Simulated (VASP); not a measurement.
# CaF2 (Fm-3m) in VASP: elastic constants with PBEsol

Aim: the elastic constants of CaF2 with PBEsol.

Everything below comes from runs of VASP 6.6.1. Logs are shortened: lines on timing, memory, paths and dates and some standing lists are left out, and cuts for length are marked.

## Step 1: The cell of the first run

Symmetry: Fm-3m, No. 225, cubic system. The conventional cell has a = 5.421 Å, b = 5.421 Å, c = 5.421 Å, α = 90.00°, β = 90.00°, γ = 90.00°. Ca (site symmetry m-3m) has 8 F at 2.35 Å within 3.1 Å. Within 3.1 Å of F (site symmetry -43m) lie 4 Ca at 2.35 Å and 6 F at 2.71 Å.

## Step 2: Elastic constants, PBEsol

The input, INCAR:

```
PREC = Accurate
ENCUT = 600
EDIFF = 1E-8
ISMEAR = 0
SIGMA = 0.01
LREAL = F
LASPH = T
NELM = 120
ALGO = Normal
ISIF = 3
LWAVE = F
LCHARG = T
GGA = PS
IBRION = 6
NFREE = 2
POTIM = 0.015
NSW = 1
GGA_COMPAT = F
```

The input, KPOINTS:

```
Automatic mesh
0
Gamma
  8 8 8
```

The input, POSCAR:

```
CaF2
1.0
    0.0000000000      2.7103751272      2.7103751272
    2.7103751272      0.0000000000      2.7103751272
    2.7103751272      2.7103751272      0.0000000000
Ca F
1 2
Direct
    0.0000000000      0.0000000000      0.0000000000
    0.2500000000      0.2500000000      0.2500000000
    0.7500000000      0.7500000000      0.7500000000
```

Potentials or basis: VASP PAW PBE potentials, release 64 (Ca_sv, F).

Command:

```bash
$ cat potpaw_PBE.64/Ca_sv/POTCAR potpaw_PBE.64/F/POTCAR > POTCAR
$ mpirun -np 1 vasp_std > vasp.out
```

OUTCAR:

```text
PREC = Accurate
   ENCUT = 600
   EDIFF = 1E-8
   ISMEAR = 0
   LREAL = F
   LASPH = T
   NELM = 120
   ISIF = 3
   GGA = PS
   IBRION = 6
   NFREE = 2
   POTIM = 0.015
   NSW = 1

 ion  position               nearest neighbor table
   1  0.000  0.000  0.000-   3 2.35   3 2.35   3 2.35   2 2.35   3 2.35   2 2.35   2 2.35   2 2.35

   2  0.250  0.250  0.250-   1 2.35   1 2.35   1 2.35   1 2.35
   3  0.750  0.750  0.750-   1 2.35   1 2.35   1 2.35   1 2.35

  LATTYP: Found a face centered cubic cell.
 ALAT       =     5.4207502544

  Lattice vectors:

 A1 = (   0.0000000000,   2.7103751272,   2.7103751272)
 A2 = (   2.7103751272,   0.0000000000,   2.7103751272)
 A3 = (   2.7103751272,   2.7103751272,   0.0000000000)

Analysis of symmetry for initial positions (statically):
=====================================================================
 Subroutine PRICEL returns:
 Original cell was already a primitive cell.

 Routine SETGRP: Setting up the symmetry group for a
 face centered cubic supercell.

 Subroutine GETGRP returns: Found 48 space group operations
 (whereof 48 operations were pure point group operations)
 out of a pool of 48 trial point group operations.

The static configuration has the point symmetry O_h .

Analysis of symmetry for dynamics (positions and initial velocities):
=====================================================================
 Subroutine PRICEL returns:
 Original cell was already a primitive cell.

 Routine SETGRP: Setting up the symmetry group for a
 face centered cubic supercell.

 Subroutine GETGRP returns: Found 48 space group operations
 (whereof 48 operations were pure point group operations)
 out of a pool of 48 trial point group operations.

The dynamic configuration has the point symmetry O_h .

 Subroutine INISYM returns: Found 48 space group operations
 (whereof 48 operations are pure point group operations),
 and found     1 'primitive' translations

----------------------------------------------------------------------------------------

                                     Primitive cell

  volume of cell :      39.8216

  direct lattice vectors                    reciprocal lattice vectors
     0.000000000  2.710375127  2.710375127    -0.184476309  0.184476309  0.184476309
     2.710375127  0.000000000  2.710375127     0.184476309 -0.184476309  0.184476309
     2.710375127  2.710375127  0.000000000     0.184476309  0.184476309 -0.184476309

  length of vectors
     3.833049264  3.833049264  3.833049264     0.319522340  0.319522340  0.319522340

  position of ions in fractional coordinates (direct lattice)
     0.000000000  0.000000000  0.000000000
     0.250000000  0.250000000  0.250000000
     0.750000000  0.750000000  0.750000000

  ion indices of the primitive-cell ions
   primitive index   ion index
                 1           1
                 2           2
                 3           3

----------------------------------------------------------------------------------------

 KPOINTS: Automatic mesh

Automatic generation of k-mesh.
 Grid dimensions read from file:
 generate k-points for:    8    8    8

 Generating k-lattice:

  Cartesian coordinates                     Fractional coordinates (reciprocal lattice)
    -0.023059539  0.023059539  0.023059539     0.125000000  0.000000000  0.000000000
     0.023059539 -0.023059539  0.023059539     0.000000000  0.125000000  0.000000000
[... 98 lines left out ...]

 number of electron      23.9999987 magnetization

 Free energy of the ion-electron system (eV)
  ---------------------------------------------------
  ext. energy  EPLUGINS =         0.00000000
  ---------------------------------------------------
  free energy    TOTEN  =       -17.90446795 eV

  energy without entropy =      -17.90446795  energy(sigma->0) =      -17.90446795

------------------------ aborting loop because EDIFF is reached ----------------------------------------

  FORCE on cell =-STRESS in cart. coord.  units (eV):
  Direction    XX          YY          ZZ          XY          YZ          ZX
  --------------------------------------------------------------------------------------
  -------------------------------------------------------------------------------------
  Total        0.0531217      0.0531217      0.0531217      0.0000000      0.0000000      0.0000000
  in kB        2.1372957      2.1372957      2.1372957      0.0000000      0.0000000      0.0000000
  external PRESSURE =       2.1372957 kB  Pullay stress =       0.0000000 kB
[... 92 lines left out ...]
  FREE ENERGIE OF THE ION-ELECTRON SYSTEM (eV)
  ---------------------------------------------------
  free  energy   TOTEN  =       -17.8989172024 eV

  energy  without entropy=      -17.8989172024  energy(sigma->0) =      -17.89891720

 E-fermi :  -0.8499     XC(G=0):  -9.9380

 val. band max:       -1.0128400913   @ k =   0.5000   0.0000   0.5000
 cond. band min:       6.0920922881   @ k =   0.0000   0.0000   0.0000
 fundamental gap:      7.1049323793
 Fermi energy:        -0.8499223588

 k-point     1 :       0.0000    0.0000    0.0000
  band No.  band energies     occupation
      1     -36.8172      2.00000
      2     -20.8845      2.00000
      3     -20.0813      2.00000
      4     -17.8432      2.00000
      5     -17.8432      2.00000
      6     -17.8387      2.00000
[... 435 lines left out ...]
      5     -17.6772      2.00000
      6     -17.4137      2.00000
[... 8 lines left out ...]
     15       8.8025      0.00000
     16       9.2635      0.00000

 [... further k-points ...]

[... ionic steps 4 to 14 ...]

--------------------------------------- Ionic step       15  -------------------------------------------

 number of electron      23.9999987 magnetization

------------------------ aborting loop because EDIFF is reached ----------------------------------------
[... 69 lines left out ...]
--------------------------------------- Ionic step       17  -------------------------------------------

 number of electron      23.9999990 magnetization

 Free energy of the ion-electron system (eV)
  ---------------------------------------------------
  ext. energy  EPLUGINS =         0.00000000
  ---------------------------------------------------
  free energy    TOTEN  =       -17.90393277 eV

  energy without entropy =      -17.90393277  energy(sigma->0) =      -17.90393277

 E-fermi :  -0.8033     XC(G=0): -10.0153

 val. band max:       -0.9625015073   @ k =   0.0000   0.5000   0.5000
 cond. band min:       6.2615115821   @ k =   0.0000   0.0000   0.0000
 fundamental gap:      7.2240130894
 Fermi energy:        -0.8033118824

 k-point     1 :       0.0000    0.0000    0.0000
  band No.  band energies     occupation
      1     -36.6656      2.00000
      2     -20.8426      2.00000
      3     -20.0168      2.00000
      4     -17.6905      2.00000
      5     -17.6900      2.00000
      6     -17.6899      2.00000
[... 477 lines left out ...]
  FREE ENERGIE OF THE ION-ELECTRON SYSTEM (eV)
  ---------------------------------------------------
  free  energy   TOTEN  =       -17.9039327674 eV

  energy  without entropy=      -17.9039327674  energy(sigma->0) =      -17.90393277

 INTERNAL STRAIN TENSORS FROM STRAINED CELLS
 ============================================

 INTERNAL STRAIN TENSOR FOR ION    1 for displacements in x,y,z  (eV/Angst):
          X           Y           Z          XY          YZ          ZX
  --------------------------------------------------------------------------------
  x     0.00000     0.00000    -0.00000     0.00000    -0.00000    -0.00000
  y     0.00000     0.00000     0.00000     0.00000     0.00000     0.00000
  z     0.00000     0.00000     0.00000     0.00000    -0.00000     0.00000

 INTERNAL STRAIN TENSORS FROM DISPLACED ATOMS
 ============================================

 INTERNAL STRAIN TENSOR FOR ION    1 for displacements in x,y,z  (eV/Angst):
          X           Y           Z          XY          YZ          ZX
  --------------------------------------------------------------------------------
  x     0.00000     0.00000     0.00000     0.00000     0.00000     0.00000
  y     0.00000     0.00000     0.00000     0.00000     0.00000     0.00000
  z     0.00000     0.00000     0.00000     0.00000     0.00000     0.00000

 INTERNAL STRAIN TENSOR FOR ION    3 for displacements in x,y,z  (eV/Angst):
          X           Y           Z          XY          YZ          ZX
  --------------------------------------------------------------------------------
  x     0.00000    -0.00000    -0.00000     0.00000     2.76730     0.00000
  y     0.00000    -0.00000     0.00000     0.00000     0.00000     2.76730
  z     0.00000     0.00000     0.00000     2.76730     0.00000     0.00000

 Eigenvectors and eigenvalues of the dynamical matrix
 ----------------------------------------------------

   1 f  =    9.625418 THz    60.478286 2PiTHz  321.069392 cm-1    39.807513 meV
             X         Y         Z           dx          dy          dz
      0.000000  0.000000  0.000000     0.000000   -0.000000   -0.000000
      1.355188  1.355188  1.355188     0.000000   -0.000000   -0.707107
      4.065563  4.065563  4.065563    -0.000000    0.000000    0.707107
[... 43 lines left out ...]
   9 f/i=    0.007449 THz     0.046804 2PiTHz    0.248474 cm-1     0.030807 meV
             X         Y         Z           dx          dy          dz
      0.000000  0.000000  0.000000     0.616801   -0.363169    0.005412
      1.355188  1.355188  1.355188     0.425489   -0.250525    0.003733
      4.065563  4.065563  4.065563     0.425489   -0.250525    0.003733

--------------------------------------------------------------------------------------------------------

 ELASTIC MODULI CONTR FROM IONIC RELAXATION (kBar)
 Direction    XX          YY          ZZ          XY          YZ          ZX
 --------------------------------------------------------------------------------
 XX          -0.0000      0.0000      0.0000     -0.0000     -0.0000     -0.0000
 YY           0.0000     -0.0000     -0.0000     -0.0000      0.0000      0.0000
 ZZ           0.0000     -0.0000     -0.0000     -0.0000      0.0000     -0.0000
 XY          -0.0000     -0.0000     -0.0000    -85.5633      0.0000      0.0000
 YZ          -0.0000      0.0000      0.0000      0.0000    -85.5633     -0.0000
 ZX          -0.0000      0.0000     -0.0000      0.0000     -0.0000    -85.5633
 --------------------------------------------------------------------------------

 TOTAL ELASTIC MODULI (kBar)
 Direction    XX          YY          ZZ          XY          YZ          ZX
 --------------------------------------------------------------------------------
 XX        1659.3710    480.4443    480.4443     -0.0000     -0.0000     -0.0000
 YY         480.4443   1659.3710    480.4443     -0.0000      0.0000      0.0000
 ZZ         480.4443    480.4443   1659.3710      0.0000      0.0000     -0.0000
 XY          -0.0000     -0.0000      0.0000    335.3308      0.0000      0.0000
 YZ          -0.0000      0.0000      0.0000      0.0000    335.3308     -0.0000
 ZX          -0.0000      0.0000     -0.0000      0.0000     -0.0000    335.3308
 --------------------------------------------------------------------------------
```

Wall time 16 min (1 thread of AMD EPYC 7R43 (Zen 3), shared host); peak memory 0.29 GiB.

Results:

| Item | Value |
| --- | --- |
| Elastic constants C11, C12, C44 | 166, 48, 34 GPa |
| Voigt bulk modulus | 87 GPa |
| Highest phonon frequency at Γ, LO-TO splitting left out | 321 cm⁻¹ |

Phonon frequencies in cm⁻¹ (negative: imaginary):
| q point | frequencies |
| --- | --- |
| (0.000, 0.000, 0.000) | 0 0 0 256 256 256 321 321 321 |

Elastic tensor in Voigt notation (GPa, in the Cartesian axes of the cell as first typed):
```
166  48  48   0   0   0
 48 166  48   0   0   0
 48  48 166   0   0   0
  0   0   0  34   0   0
  0   0   0   0  34   0
  0   0   0   0   0  34
```

Clamped-ion elastic tensor (GPa):
```
166  48  48   0   0   0
 48 166  48   0   0   0
 48  48 166   0   0   0
  0   0   0  42   0   0
  0   0   0   0  42   0
  0   0   0   0   0  42
```

Caveat: the PAW data sets were made with another functional, which shifts forces and pressure a little.
